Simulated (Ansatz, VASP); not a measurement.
One calculation of TaTc, two programs

The input INCAR:

```
SYSTEM = TaTc
PREC = Accurate
ENCUT = 500
EDIFF = 1E-6
ISMEAR = 1
SIGMA = 0.1
LREAL = .FALSE.
LASPH = .TRUE.
NELM = 120
ALGO = Normal
ISIF = 2
LWAVE = .FALSE.
LCHARG = .FALSE.
NBANDS = 19
GGA_COMPAT = .FALSE.
```

Contents of KPOINTS:

```
Automatic mesh
0
G
  7 7 7
  0 0 0
```

The input POSCAR:

```
TaTc
1.0
    3.0850517568      0.0000000000      0.0000000000
    0.0000000000      3.0850517568      0.0000000000
    0.0000000000      0.0000000000      3.0850517568
Ta Tc
1 1
Direct
    0.0000000000      0.0000000000      0.0000000000
    0.5000000000      0.5000000000      0.5000000000
```

Input for Ansatz:

```yaml
crystal:
  lattice:
    - [3.0850517567662115, 0.0, 0.0]
    - [0.0, 3.0850517567662115, 0.0]
    - [0.0, 0.0, 3.0850517567662115]
  atoms:
    - { symbol: Ta, position: [0.0, 0.0, 0.0] }
    - { symbol: Tc, position: [0.5, 0.5, 0.5] }
basis:
  ecutwfc: 550.0
kpoints:
  mp_grid:
    grid: [7, 7, 7]
hamiltonian:
  xc: lda
scf:
  occupations:
    method: cold
    width: 0.1
output:
  stress: true
```

Alike in both runs: task single point; functional LDA; k mesh 7 × 7 × 7; no spin polarisation.

|  | VASP | Ansatz |
| --- | --- | --- |
| version | VASP 6.6.1 | Ansatz 0.2.0 |
| potentials or method | VASP PAW LDA potentials, release 64 (Ta_pv, Tc_pv), cutoff 500 eV | plane waves, PAW |
| occupations | methfessel-paxton of order 1, width 0.1 eV | cold, width 0.1 eV |
| valence electrons in the cell | 24 | 28 |

|  | VASP | Ansatz | Ansatz less VASP |
| --- | --- | --- | --- |
| pressure (GPa) | 15.0 | 13.9 | -1.08 |

LDA's correlation is that of Perdew and Zunger in VASP and of Perdew and Wang (1992) in Ansatz. VASP's potentials hold 24 valence electrons a cell and Ansatz's 28, so a difference there can come from the potentials and not from the codes.

Spin-orbit coupling is off throughout.
